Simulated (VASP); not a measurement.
# Pt (P6_3/mmc) in VASP: a series of runs

The runs below take Pt through single point, with LDA.

Program: VASP 6.6.1. These are calculated values, not measurements. Logs are shortened: lines on timing, memory, paths and dates and some standing lists are left out, and cuts for length are marked.

### Step 1. The cell of the first run

The structure is hexagonal, space group P6_3/mmc (No. 194). The conventional cell has a = 2.535 Å, b = 2.535 Å, c = 4.377 Å, α = 90.00°, β = 90.00°, γ = 120.00°. Within 3.3 Å of Pt (site symmetry -6m2) lie 12 Pt at 2.53 to 2.63 Å.

### Step 2. Single point, LDA, collinear spin, ferromagnetic start

File INCAR:

```
SYSTEM = Pt
ALGO = Fast
EDIFF = 1E-6
ENCUT = 520
ISIF = 2
ISMEAR = 0
ISPIN = 2
LASPH = .TRUE.
LCHARG = .FALSE.
LMAXMIX = 4
LORBIT = 11
LREAL = .FALSE.
LWAVE = .FALSE.
MAGMOM = 0.4 0.4
NBANDS = 21
NELM = 150
NUPDOWN = 0.8
PREC = Accurate
SIGMA = 0.15
```

File KPOINTS:

```
k-points
0
G
  21 21 10
  0 0 0
```

File POSCAR:

```
Pt
1.0
    2.5349048657      0.0000000000      0.0000000000
   -1.2674524328      2.1952920098      0.0000000000
    0.0000000000      0.0000000000      4.3771120513
Pt
2
Direct
    0.6666666667      0.3333333333      0.7500000000
    0.3333333333      0.6666666667      0.2500000000
```

Potentials or basis: VASP PAW LDA potentials, release 64 (Pt).

Command:

```bash
$ cat potpaw_LDA.64/Pt/POTCAR > POTCAR
$ mpirun -np 1 vasp_std > vasp.out
```

OUTCAR:

```text
SYSTEM = Pt
   EDIFF = 1E-6
   ENCUT = 520
   ISIF = 2
   ISMEAR = 0
   ISPIN = 2
   LASPH = .TRUE.
   LORBIT = 11
   LREAL = .FALSE.
   NELM = 150
   NUPDOWN = 0.8
   PREC = Accurate

 ion  position               nearest neighbor table
   1  0.667  0.333  0.750-   2 2.63   2 2.63   2 2.63   2 2.63   2 2.63   2 2.63
   2  0.333  0.667  0.250-   1 2.63   1 2.63   1 2.63   1 2.63   1 2.63   1 2.63

  LATTYP: Found a hexagonal cell.
 ALAT       =     2.5349048657
 C/A-ratio  =     1.7267362221

  Lattice vectors:

 A1 = (   2.5349048657,   0.0000000000,   0.0000000000)
 A2 = (  -1.2674524328,   2.1952920098,   0.0000000000)
 A3 = (   0.0000000000,   0.0000000000,   4.3771120513)

Analysis of symmetry for initial positions (statically):
=====================================================================
 Subroutine PRICEL returns:
 Original cell was already a primitive cell.

 Routine SETGRP: Setting up the symmetry group for a
 hexagonal supercell.

 Subroutine GETGRP returns: Found 24 space group operations
 (whereof 12 operations were pure point group operations)
 out of a pool of 24 trial point group operations.

The static configuration has the point symmetry D_3d.
 The point group associated with its full space group is D_6h.

Analysis of symmetry for dynamics (positions and initial velocities):
=====================================================================
 Subroutine PRICEL returns:
 Original cell was already a primitive cell.

 Routine SETGRP: Setting up the symmetry group for a
 hexagonal supercell.

 Subroutine GETGRP returns: Found 24 space group operations
 (whereof 12 operations were pure point group operations)
 out of a pool of 24 trial point group operations.

The dynamic configuration has the point symmetry D_3d.
 The point group associated with its full space group is D_6h.

Analysis of structural, dynamic, and magnetic symmetry:
=====================================================================
 Subroutine PRICEL returns:
 Original cell was already a primitive cell.

 Routine SETGRP: Setting up the symmetry group for a
 hexagonal supercell.

 Subroutine GETGRP returns: Found 24 space group operations
 (whereof 12 operations were pure point group operations)
 out of a pool of 24 trial point group operations.

The overall configuration has the point symmetry D_3d.
 The point group associated with its full space group is D_6h.

 Subroutine INISYM returns: Found 24 space group operations
 (whereof 12 operations are pure point group operations),
 and found     1 'primitive' translations

----------------------------------------------------------------------------------------

                                     Primitive cell

  volume of cell :      24.3580

  direct lattice vectors                    reciprocal lattice vectors
     2.534904866  0.000000000  0.000000000     0.394492122  0.227760133  0.000000000
    -1.267452433  2.195292010  0.000000000     0.000000000  0.455520266  0.000000000
     0.000000000  0.000000000  4.377112051     0.000000000  0.000000000  0.228461138

  length of vectors
     2.534904866  2.534904866  4.377112051     0.455520266  0.455520266  0.228461138

  position of ions in fractional coordinates (direct lattice)
     0.666666667  0.333333333  0.750000000
     0.333333333  0.666666667  0.250000000

  ion indices of the primitive-cell ions
   primitive index   ion index
                 1           1
                 2           2

----------------------------------------------------------------------------------------

 KPOINTS: k-points

Automatic generation of k-mesh.
 Grid dimensions read from file:
 generate k-points for:   21   21   10

 Generating k-lattice:

  Cartesian coordinates                     Fractional coordinates (reciprocal lattice)
     0.018785339  0.010845721  0.000000000     0.047619048  0.000000000  0.000000000
     0.000000000  0.021691441  0.000000000     0.000000000  0.047619048  0.000000000
     0.000000000  0.000000000  0.022846114     0.000000000  0.000000000  0.100000000

  Length of vectors
     0.021691441  0.021691441  0.022846114

  Shift w.r.t. Gamma in fractional coordinates (k-lattice)
     0.000000000  0.000000000  0.000000000

 Subroutine IBZKPT returns following result:
 ===========================================

 Found    288 irreducible k-points:

 Following reciprocal coordinates:
            Coordinates               Weight
  0.000000  0.000000  0.000000      1.000000
  0.047619  0.000000  0.000000      6.000000
  0.095238  0.000000  0.000000      6.000000
  0.142857  0.000000  0.000000      6.000000
  0.190476  0.000000  0.000000      6.000000
  0.238095  0.000000  0.000000      6.000000
[... 16 lines left out ...]
  0.142857  0.095238  0.000000     12.000000
  0.190476  0.095238  0.000000     12.000000
 [... further k-points ...]
   k-points           NKPTS =    288   k-points in BZ     NKDIM =    288   number of bands    NBANDS=     21
   number of dos      NEDOS =    301   number of ions     NIONS =      2
   total plane-waves  NPLWV =  14400
   dimension x,y,z NGX =    20 NGY =   20 NGZ =   36
   dimension x,y,z NGXF=    40 NGYF=   40 NGZF=   72
   ions per type =               2
   NGX,Y,Z   is equivalent  to a cutoff of  13.12, 13.12, 13.67 a.u.
   NGXF,Y,Z  is equivalent  to a cutoff of  26.23, 26.23, 27.35 a.u.
 SYSTEM =  Pt
   PREC   = accura    normal or accurate (medium, high low for compatibility)
   ISTART =      0    job   : 0-new  1-cont  2-samecut
   ICHARG =      2    charge: 1-file 2-atom 10-const
   ISPIN  =      2    spin polarized calculation?
   LNONCOLLINEAR =      F non collinear calculations
   LSORBIT =      F    spin-orbit coupling
   LASPH  =      T    aspherical Exc in radial PAW
   ENCUT  =  520.0 eV  38.22 Ry    6.18 a.u.   4.71  4.71  8.14*2*pi/ulx,y,z
   NELM   =    150;   NELMIN=  2; NELMDL= -5     # of ELM steps
   EDIFF  = 0.1E-05   stopping-criterion for ELM
   LREAL  =      F    real-space projection
   EDIFFG = 0.1E-04   stopping-criterion for IOM
   NSW    =      0    number of steps for IOM
   IBRION =     -1    ionic relax: 0-MD 1-quasi-New 2-CG
   NFREE  =      0    steps in history (QN), initial steepest desc. (CG)
   ISIF   =      2    stress and relaxation
   ISYM   =      2    0-nonsym 1-usesym 2-fastsym
   POTIM  = 0.5000    time-step for ionic-motion
   TEBEG  =    0.0;   TEEND  =   0.0 temperature during run
   PSTRESS=    0.0 pullay stress
   NELECT =      20.0000    total number of electrons
   NUPDOWN=       0.8000    fix difference up-down
   EMIN   =  10.00;   EMAX   =-10.00  energy-range for DOS
   EFERMI =   0.00;   METHOD = LEGACY
   ISMEAR =     0;   SIGMA  =   0.15  broadening in eV -4-tet -1-fermi 0-gaus
   EFERMI_NEDOS =   21; number of points for ismear=-14 and -15
   IALGO  =     68    algorithm
   IMIX   =      4    mixing-type and parameters
     AMIX     =   0.40;   BMIX     =  1.00
     AMIX_MAG =   1.60;   BMIX_MAG =  1.00
  volume/ion in A,a.u.               =      12.18        82.19
  Fermi-wavevector in a.u.,A,eV,Ry     =   1.532984  2.896920 31.974234  2.350040
  Thomas-Fermi vector in A             =   2.640114
   LORBIT       =     11    0 simple, 1 ext, 2 COOP (PROOUT), +10 PAW based schemes
   GGA     = CA    functional components
   LHFCALC =     F    Hartree Fock is set to
   AEXX    =    0.0000 exact exchange contribution
   IVDW    =     0    specifies the selected vdW correction
   LEPSILON=     F    determine dielectric tensor
   LRPA    =     F    only Hartree local field effects (RPA)
 spin polarized calculation
 RMM-DIIS sequential band-by-band and
 Gauss-broadening in eV      SIGMA  =   0.15
  energy-cutoff  :      520.00
  volume of cell :       24.36
 maximum number of plane-waves:       681
 NGX is ok and might be reduce to    20
   NGX =  9   NGY =  9   NGZ = 17

 number of electron      19.9999999 magnetization       0.8000000

 Free energy of the ion-electron system (eV)
  ---------------------------------------------------
  ext. energy  EPLUGINS =         0.00000000
  ---------------------------------------------------
  free energy    TOTEN  =       -13.39111476 eV

  energy without entropy =      -13.36602792  energy(sigma->0) =      -13.37857134

 E-fermi :  15.6250     XC(G=0): -14.9490

 val. band max:       16.0461003533   @ k =   0.3333   0.0476   0.5000
 cond. band min:      15.6321079949   @ k =   0.2857   0.0952   0.5000
 fundamental gap:     -0.4139923584
 Fermi energy:        16.0486533920

 spin component 1

 k-point     1 :       0.0000    0.0000    0.0000
  band No.  band energies     occupation
      1       2.9156      1.00000
      2       5.6692      1.00000
      3       9.7131      1.00000
      4      10.4896      1.00000
      5      10.4896      1.00000
      6      11.0783      1.00000
[... 13 lines left out ...]
     20      39.4360      0.00000
     21      40.7149      0.00000
[... 529 lines left out ...]
 k-point    24 :       0.1905    0.0952    0.0000
  band No.  band energies     occupation
      1       5.4460      1.00000
      2       7.4678      1.00000
      3       8.9891      1.00000
      4       9.1665      1.00000
      5      10.0364      1.00000
      6      10.9948      1.00000
[... 13 lines left out ...]
     20      39.5373      0.00000
     21      41.0947      0.00000

 [... further k-points ...]

 spin component 2

 k-point     1 :       0.0000    0.0000    0.0000
  band No.  band energies     occupation
      1       3.0139      1.00000
      2       5.8318      1.00000
      3       9.9412      1.00000
      4      10.7065      1.00000
      5      10.7065      1.00000
      6      11.3005      1.00000
[... 13 lines left out ...]
     20      39.5708      0.00000
     21      40.7984      0.00000
[... 529 lines left out ...]
 k-point    24 :       0.1905    0.0952    0.0000
  band No.  band energies     occupation
      1       5.5523      1.00000
      2       7.6490      1.00000
      3       9.1815      1.00000
      4       9.3378      1.00000
      5      10.2417      1.00000
      6      11.2058      1.00000
[... 13 lines left out ...]
     20      39.6618      0.00000
     21      41.2348      0.00000

 [... further k-points ...]

------------------------ aborting loop because EDIFF is reached ----------------------------------------

  FORCE on cell =-STRESS in cart. coord.  units (eV):
  Direction    XX          YY          ZZ          XY          YZ          ZX
  --------------------------------------------------------------------------------------
  -------------------------------------------------------------------------------------
  Total       16.8340311     16.8340311     14.1131345      0.0000000     -0.0000000     -0.0000000
  in kB     1107.2790449   1107.2790449    928.3087358      0.0000000     -0.0000000     -0.0000000
  external PRESSURE =    1047.6222752 kB  Pullay stress =       0.0000000 kB

 VOLUME and BASIS-vectors are now :
 -----------------------------------------------------------------------------
  energy-cutoff  :      520.00
  volume of cell :       24.36
      direct lattice vectors                 reciprocal lattice vectors
     2.534904866  0.000000000  0.000000000     0.394492122  0.227760133  0.000000000
    -1.267452433  2.195292010  0.000000000     0.000000000  0.455520266  0.000000000
     0.000000000  0.000000000  4.377112051     0.000000000  0.000000000  0.228461138

 POSITION                                       TOTAL-FORCE (eV/Angst)
 -----------------------------------------------------------------------------------
      1.26745      0.73176      3.28283         0.000000     -0.000000      0.000000
     -0.00000      1.46353      1.09428        -0.000000      0.000000      0.000000
 -----------------------------------------------------------------------------------
    total drift:                                0.000000     -0.000000     -0.000000

  FREE ENERGIE OF THE ION-ELECTRON SYSTEM (eV)
  ---------------------------------------------------
  free  energy   TOTEN  =       -13.3911147571 eV

  energy  without entropy=      -13.3660279204  energy(sigma->0) =      -13.37857134

 total charge

# of ion       s       p       d       tot
------------------------------------------
    1        0.782   0.938   8.331  10.050
    2        0.782   0.938   8.331  10.050
--------------------------------------------------
tot          1.563   1.875  16.662  20.100

 magnetization (x)

# of ion       s       p       d       tot
------------------------------------------
    1        0.004   0.005   0.379   0.389
    2        0.004   0.005   0.379   0.389
--------------------------------------------------
tot          0.009   0.011   0.758   0.778
```

Run time: 4.2 min. Hardware: 1 thread of Oxide Virtual Turin-like, shared host; peak memory 0.26 GiB.

What came out:

```
Free energy  : -13.3911 eV
Pressure     : 104.8 GPa
Net moment   : 0.80 μB per cell
Site moments : Pt +0.39 μB
```

Caveat: spin-orbit coupling is left out, which moves the levels of the heavy elements; the total moment is fixed, so each spin has its own Fermi level.

### Step 3. Single point, LDA, collinear spin, ferromagnetic start

File INCAR:

```
  PREC = Accurate
  ENCUT = 520
  EDIFF = 1E-7
  ISMEAR = 0
  SIGMA = 0.15
  LREAL = False
  LASPH = True
  NELM = 150
  ALGO = Fast
  ISIF = 2
  LWAVE = False
  LCHARG = True
  ISPIN = 2
  MAGMOM = 0.2 0.2
  LORBIT = 11
  NUPDOWN = 0.4
  LMAXMIX = 4
  GGA = CA
  LELF = True
  LVHAR = True
  NBANDS = 21
```

File KPOINTS:

```
regular mesh
0
Gamma
  21 21 10
```

POSCAR is that of step 2.

Potentials or basis: VASP PAW LDA potentials, release 64 (Pt).

Command:

```bash
$ cat potpaw_LDA.64/Pt/POTCAR > POTCAR
$ mpirun -np 1 vasp_std > vasp.out
```

Wall time 5.4 min (1 thread of Oxide Virtual Turin-like, shared host); peak memory 0.26 GiB.

It converged, with:

* Free energy: -13.4519 eV
* Pressure: 103.7 GPa
* Net moment: 0.40 μB per cell
* Site moments: Pt +0.19 μB

Stress tensor (GPa, compression positive):
```
108.46   0.00   0.00
  0.00 108.46   0.00
  0.00   0.00  94.09
```

Caveat: spin-orbit coupling is left out, which moves the levels of the heavy elements; the total moment is fixed, so each spin has its own Fermi level.

### Step 4. Single point, LDA, collinear spin, ferromagnetic start

This run uses another cell than the first one, of 13.52 Å³/atom, 1.110 times its volume.

File INCAR:

```
SYSTEM = Pt
PREC = Accurate ; ENCUT = 520
EDIFF = 1E-6 ; ISMEAR = 0
SIGMA = 0.15 ; LREAL = .FALSE.
LASPH = .TRUE. ; NELM = 150
ALGO = Normal ; ISIF = 2
LWAVE = .FALSE. ; LCHARG = .FALSE.
ISPIN = 2 ; MAGMOM = 0.05 0.05
LORBIT = 11 ; NUPDOWN = 0.1
LMAXMIX = 4 ; GGA = CA
NBANDS = 21
```

File KPOINTS:

```
regular mesh
0
G
  21 21 10
  0 0 0
```

File POSCAR:

```
Pt
1.0
    2.6244633715      0.0000000000      0.0000000000
   -1.3122316858      2.2728519510      0.0000000000
    0.0000000000      0.0000000000      4.5317559673
Pt
2
Direct
    0.6666666667      0.3333333333      0.7500000000
    0.3333333333      0.6666666667      0.2500000000
```

Command:

```bash
$ cat potpaw_LDA.64/Pt/POTCAR > POTCAR
$ mpirun -np 1 vasp_std > vasp.out
```

Run time: 5.4 min. Hardware: 1 thread of Oxide Virtual Turin-like, shared host; peak memory 0.28 GiB.

It converged, with:

```
Free energy                                           : -14.6003 eV
Pressure                                              : 38.0 GPa
Net moment                                            : 0.10 μB per cell
Site moments                                          : Pt +0.05 μB
Valence electrons inside the program's atomic spheres : Pt 9.65
```

Stress tensor (GPa, compression positive):
```
39.95  0.00  0.00
 0.00 39.95  0.00
 0.00  0.00 34.18
```

Caveat: spin-orbit coupling is left out, which moves the levels of the heavy elements; the total moment is fixed, so each spin has its own Fermi level.

### Step 5. Single point, LDA, collinear spin, ferromagnetic start

This run uses another cell than the first one, of 13.52 Å³/atom, 1.110 times its volume.

File INCAR:

```
PREC = Accurate
ENCUT = 520
EDIFF = 1E-6
ISMEAR = 0
SIGMA = 0.15
LREAL = False
LASPH = True
NELM = 150
ALGO = Fast
ISIF = 2
LWAVE = False
LCHARG = False
ISPIN = 2
MAGMOM = 0.35 0.35
LORBIT = 11
NUPDOWN = 0.7
LMAXMIX = 4
NBANDS = 21
```

File KPOINTS:

```
Automatic mesh
0
Gamma
  21 21 10
```

POSCAR is that of step 4.

Command:

```bash
$ cat potpaw_LDA.64/Pt/POTCAR > POTCAR
$ mpirun -np 1 vasp_std > vasp.out
```

Wall time 4.9 min (1 thread of Oxide Virtual Turin-like, shared host); peak memory 0.28 GiB.

The run converged. Its results:

| Property | Result |
| --- | --- |
| Free energy | -14.5571 eV |
| Pressure | 38.8 GPa |
| Net moment | 0.70 μB per cell |
| Site moments | Pt +0.34 μB |
| Valence electrons inside the program's atomic spheres | Pt 9.65 |

Stress tensor (GPa, compression positive):
```
41.67  0.00  0.00
 0.00 41.67  0.00
 0.00  0.00 33.17
```

Caveat: spin-orbit coupling is left out, which moves the levels of the heavy elements; the total moment is fixed, so each spin has its own Fermi level.

### Step 6. Single point, LDA, collinear spin, ferromagnetic start

This run uses another cell than the first one, of 14.19 Å³/atom, 1.165 times its volume.

File INCAR:

```
SYSTEM = Pt
PREC     = Accurate       ! precision mode
ENCUT    = 520            ! plane-wave cutoff, eV
EDIFF    = 1E-7           ! SCF threshold, eV
ISMEAR   = 0              ! smearing method
SIGMA    = 0.15           ! smearing width, eV
LREAL    = .FALSE.        ! projectors in reciprocal space
LASPH    = .TRUE.         ! aspherical terms in the spheres
NELM     = 150            ! most SCF steps
ALGO     = Normal         ! electronic algorithm
ISIF     = 2              ! what is computed and relaxed
LWAVE    = .FALSE.        ! write WAVECAR
LCHARG   = .FALSE.        ! write CHGCAR
ISPIN    = 2              ! spin polarisation
MAGMOM   = 0.3 0.3        ! initial moments
LORBIT   = 11             ! projections on sites
NUPDOWN  = 0.6            ! fixed moment
LMAXMIX  = 4              ! l up to which the mixer works
NBANDS   = 21             ! bands
```

File KPOINTS:

```
regular mesh
0
G
  21 21 10
  0 0 0
```

File POSCAR:

```
Pt
1.0
    2.6670688980      0.0000000000      0.0000000000
   -1.3335344490      2.3097494193      0.0000000000
    0.0000000000      0.0000000000      4.6053244732
Pt
2
Direct
    0.6666666667      0.3333333333      0.7500000000
    0.3333333333      0.6666666667      0.2500000000
```

Potentials or basis: VASP PAW LDA potentials, release 64 (Pt).

Command:

```bash
$ cat potpaw_LDA.64/Pt/POTCAR > POTCAR
$ mpirun -np 1 vasp_std > vasp.out
```

Wall time 4.8 min (1 thread of Oxide Virtual Turin-like, shared host); peak memory 0.28 GiB.

Results (log left out):

```
Free energy                                           : -14.8001 eV
Pressure                                              : 17.3 GPa
Net moment                                            : 0.60 μB per cell
Site moments                                          : Pt +0.29 μB
Valence electrons inside the program's atomic spheres : Pt 9.49
```

Stress tensor (GPa, compression positive):
```
18.98  0.00  0.00
 0.00 18.98  0.00
 0.00  0.00 14.04
```

Caveat: spin-orbit coupling is left out, which moves the levels of the heavy elements; the total moment is fixed, so each spin has its own Fermi level.

### Step 7. Overview

| fixed moment (μB) | cell | pressure (GPa) | moment (μB) |
| --- | --- | --- | --- |
| 0.8 | a = 2.535, b = 2.535, c = 4.377 Å, angles 90.0, 90.0, 120.0°, 2 atoms | 104.8 | 0.80 |
| 0.4 | a = 2.535, b = 2.535, c = 4.377 Å, angles 90.0, 90.0, 120.0°, 2 atoms | 103.7 | 0.40 |
| 0.1 | a = 2.624, b = 2.624, c = 4.532 Å, angles 90.0, 90.0, 120.0°, 2 atoms | 38.0 | 0.10 |
| 0.7 | a = 2.624, b = 2.624, c = 4.532 Å, angles 90.0, 90.0, 120.0°, 2 atoms | 38.8 | 0.70 |
| 0.6 | a = 2.667, b = 2.667, c = 4.605 Å, angles 90.0, 90.0, 120.0°, 2 atoms | 17.3 | 0.60 |

Alike in all rows: task single point; level LDA; potentials or basis VASP PAW LDA potentials, release 64 (Pt); spin collinear, ferromagnetic start; k mesh 21 × 21 × 10; cutoff (eV) 520; smearing gaussian 0.15 eV.

Caveats: spin-orbit coupling is left out, which moves the levels of the heavy elements; the total moment is fixed, so each spin has its own Fermi level.

Total energies depend on the potentials used, so only differences within one code and one set of settings carry meaning.
